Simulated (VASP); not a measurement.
Write the native input for VASP 6.6.1 that does the following.

```yaml
Task: single point
Functional: PBE
Potentials_or_basis: VASP PAW PBE potentials, release 64 (Al, Fe, Co)
Cutoff: 520 eV
k_mesh: 8 × 4 × 4
Occupations: gaussian, width 0.2 eV
Spin: no spin polarisation
Dipole_correction: no
Further_INCAR_settings: ALGO = Fast; EDIFF = 1e-07; NBANDS = 34
```

The structure of Al4FeCo3 lies in POSCAR:

```
Al4FeCo3
1.0
    0.0000000000      0.0000000000      2.8574821000
    5.7084663000      0.0000000000      0.0000000000
    0.0000000000      5.7084663000      0.0000000000
Al Fe Co
4 1 3
Direct
    0.0000000000      0.7475010000      0.7475010000
    0.0000000000      0.7475010000      0.2524990000
    0.0000000000      0.2524990000      0.7475010000
    0.0000000000      0.2524990000      0.2524990000
    0.5000000000      0.5000000000      0.5000000000
    0.5000000000      0.5000000000      0.0000000000
    0.5000000000      0.0000000000      0.5000000000
    0.5000000000      0.0000000000      0.0000000000
```

The input as run:

INCAR

```
PREC     = Accurate       # precision mode
ENCUT    = 520            # plane-wave cutoff, eV
EDIFF    = 1E-7           # SCF threshold, eV
ISMEAR   = 0              # smearing method
SIGMA    = 0.2            # smearing width, eV
LREAL    = F              # projectors in reciprocal space
LASPH    = T              # aspherical terms in the spheres
NELM     = 60             # most SCF steps
ALGO     = Fast           # electronic algorithm
ISIF     = 2              # what is computed and relaxed
LWAVE    = F              # write WAVECAR
LCHARG   = F              # write CHGCAR
GGA      = PE             # functional
NBANDS   = 34             # bands
```

KPOINTS

```
regular mesh
0
Gamma
  8 4 4
```

Potentials or basis: VASP PAW PBE potentials, release 64 (Al, Fe, Co).

The run is started by

```sh
$ cat potpaw_PBE.64/Al/POTCAR potpaw_PBE.64/Fe/POTCAR potpaw_PBE.64/Co/POTCAR > POTCAR
$ mpirun -np 1 vasp_std > vasp.out
```

Results of the run:

```json
{
  "Pressure": "-0.1 GPa",
  "Largest force": "0.018 eV/Å",
  "Band gap on the k mesh": "zero (an odd number of electrons rules out a gap without spin polarisation)"
}
```

Caveat: the run has no spin polarisation, though such a crystal can be magnetic.

It took 73 s on 1 thread of AMD EPYC 9R45 96-Core Processor (Zen 5), with other jobs on the host, peak memory 0.22 GiB.
